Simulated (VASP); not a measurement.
**InAs: single point with PBEsol**

The system is InAs.

```
CELL_PARAMETERS angstrom
3.04358 3.04358 0.00000
-3.04358 3.04358 0.00000
0.00000 0.00000 6.08715
ATOMIC_POSITIONS crystal
In 0.50000 0.00000 0.25000
In 0.00000 0.50000 0.75000
As 0.00000 0.00000 0.00000
As 0.50000 0.50000 0.50000
```

```json
{
 "Program": "VASP 6.6.1",
 "Task": "single point",
 "Functional": "PBEsol",
 "Potentials or basis": "VASP PAW PBE potentials, release 64 (In_d, As)",
 "Cutoff": "520 eV",
 "k mesh": "12 × 12 × 10",
 "Occupations": "gaussian, width 0.1 eV",
 "Spin": "no spin polarisation"
}
```

```yaml
Pressure: 0.1 GPa
Band_gap_on_the_k_mesh: zero (filled and empty bands touch)
```

Levels at points of the mesh, in eV from the Fermi level:
| k point | band 15 | band 16 | band 17 | band 18 | band 19 | band 20 | band 21 | band 22 |
| --- | --- | --- | --- | --- | --- | --- | --- | --- |
| (0.00, 0.00, 0.00) | -2.35 | -0.46 | -0.07 | -0.07 | -0.07 | 1.40 | 1.91 | 3.78 |
| (0.50, 0.00, 0.00) | -2.86 | -2.86 | -1.10 | -1.10 | 2.42 | 2.42 | 4.82 | 4.82 |
| (0.50, 0.50, 0.00) | -2.35 | -2.35 | -2.35 | -2.35 | 1.40 | 1.40 | 1.91 | 1.91 |
| (0.00, 0.00, 0.50) | -1.47 | -1.47 | -1.47 | -1.47 | 2.12 | 2.12 | 2.59 | 2.59 |
| (0.50, 0.00, 0.50) | -1.04 | -1.04 | -1.04 | -1.04 | 0.76 | 0.76 | 4.54 | 4.54 |
| (0.50, 0.50, 0.50) | -2.98 | -2.98 | -2.90 | -2.90 | 4.02 | 4.02 | 4.13 | 4.13 |

Wall time 2.7 min on 1 thread of Intel(R) Xeon(R) 6975P-C (Granite Rapids), on a shared host, peak memory 0.52 GiB.

Caveat: the PAW data sets were made with another functional, which shifts forces and pressure a little; spin-orbit coupling is left out, which moves the levels of the heavy elements.
